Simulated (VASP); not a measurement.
Input of a VASP 6.6.1 run:

File INCAR:

```
PREC = Accurate
ENCUT = 520
EDIFF = 1E-6
ISMEAR = 0
SIGMA = 0.05
LREAL = False
LASPH = True
NELM = 60
ALGO = Normal
ISIF = 2
LWAVE = False
LCHARG = False
GGA = PE
NBANDS = 16
```

Contents of KPOINTS:

```
regular mesh
0
Gamma
  9 9 6
```

The input POSCAR:

```
MgO
1.0
    3.3152853999      0.0000000000      0.0000000000
   -1.6576427000      2.8711213771      0.0000000000
    0.0000000000      0.0000000000      4.7118000000
Mg O
2 2
Direct
    0.3333333333      0.6666666667      0.0063188013
    0.6666666667      0.3333333333      0.5063188013
    0.3333333333      0.6666666667      0.3982811987
    0.6666666667      0.3333333333      0.8982811987
```

Potentials or basis: VASP PAW PBE potentials, release 64 (Mg, O).

Launch:

```sh
$ cat potpaw_PBE.64/Mg/POTCAR potpaw_PBE.64/O/POTCAR > POTCAR
$ mpirun -np 1 vasp_std > vasp.out
```

Q: What does it give for the band gap on the k mesh?

A: 3.71 eV, direct.

Q: Estimate the pressure.

A: 11.5 GPa.

Forces on the atoms (eV/Å):
```
Mg   0.000  0.000 -1.450
Mg   0.000  0.000 -1.450
O    0.000  0.000  1.450
O    0.000  0.000  1.450
```

Caveat: forces of over 1 eV/Å act on the atoms, so gaps and moduli don't describe the material at rest. A k mesh can miss the band edges.
